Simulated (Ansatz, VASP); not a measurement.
**One calculation of HCl, two programs**

Contents of INCAR:

```
PREC = Accurate
ENCUT = 520
EDIFF = 1E-6
ISMEAR = 0
SIGMA = 0.1
LREAL = F
LASPH = T
NELM = 100
ALGO = Normal
ISIF = 2
LWAVE = F
LCHARG = F
GGA = PS
NBANDS = 11
```

File KPOINTS:

```
regular mesh
0
Gamma
  16 16 16
```

File POSCAR:

```
HCl
1.0
    0.0000000000      2.2651761370      2.2651761370
    2.2651761370      0.0000000000      2.2651761370
    2.2651761370      2.2651761370      0.0000000000
H Cl
1 1
Direct
    0.0000000000      0.0000000000      0.0000000000
    0.5000000000      0.5000000000      0.5000000000
```

Input for Ansatz:

```yaml
crystal:
  lattice:
    - [0.0, 2.265176137, 2.265176137]
    - [2.265176137, 0.0, 2.265176137]
    - [2.265176137, 2.265176137, 0.0]
  atoms:
    - { symbol: H, position: [0.0, 0.0, 0.0] }
    - { symbol: Cl, position: [0.5, 0.5, 0.5] }
basis:
  ecutwfc: 420
kpoints:
  mp_grid: { grid: [16, 16, 16] }
hamiltonian:
  xc: pbesol
scf:
  occupations: { method: gaussian, width: 0.1 }
output:
  forces: true
  stress: true
  eigenvalues: true
  write_density: true
  write_potential: true
  elf: true
  volumetric_format: npy
```

Alike in both runs: task single point; functional PBEsol; k mesh 16 × 16 × 16; occupations gaussian, width 0.1 eV; no spin polarisation.

|  | VASP | Ansatz |
| --- | --- | --- |
| version | VASP 6.6.1 | Ansatz 0.2.0 |
| potentials or method | VASP PAW PBE potentials, release 64 (H, Cl), cutoff 520 eV | scalar-relativistic, plane waves, PAW |
| valence electrons in the cell | 8 | 8 |

VASP gave:

* gap on the k mesh at the Fermi level (eV): none
* pressure (GPa): -3.6

Q: What did Ansatz give for the same quantities?

A: gap on the k mesh at the Fermi level (eV): none; pressure (GPa): -3.4.

VASP's potentials were made for PBE, not for PBEsol. A gap of «none» marks a metal or a gap that the smearing closes.
